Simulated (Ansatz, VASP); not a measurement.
# HfZrGe4 in VASP and in Ansatz

```
Zr Hf Ge
1.0
     0.00000    3.83826    3.83826
     3.83826    0.00000    3.83826
     3.83826    3.83826    0.00000
Zr Hf Ge
1 1 4
Direct
  0.75000 0.75000 0.75000
  0.00000 0.00000 0.00000
  0.87597 0.37468 0.37468
  0.37468 0.87597 0.37468
  0.37468 0.37468 0.87597
  0.37468 0.37468 0.37468
```

Change from the starting cell: species swapped into the YbCdNi4 type (F-43m, No. 216).

Alike in both runs: task relaxation of cell and atoms; functional PBE; k mesh 8 × 8 × 8; occupations gaussian, width 0.1 eV; no spin polarisation.

```csv
,VASP,Ansatz
version,VASP 6.6.1,Ansatz 0.2.0
potentials or method,"VASP PAW PBE potentials, release 64 (Zr_sv, Hf_pv, Ge_d), cutoff 600 eV","scalar-relativistic, plane waves, PAW"
valence electrons in the cell,78,94
```

```tsv
	VASP	Ansatz	Ansatz less VASP
gap on the k mesh at the Fermi level, each at its own relaxed structure (eV)	none	none	-
relaxed volume (Å³/atom)	18.82	18.82	-0.002
relaxed cell length with the largest relative difference (Å)	5.425	5.425	-0.0001
```

A gap of «none» marks a metal or a gap that the smearing closes. VASP's potentials hold 78 valence electrons a cell and Ansatz's 94, so a difference there can come from the potentials and not from the codes.

Neither program's run includes spin-orbit coupling.
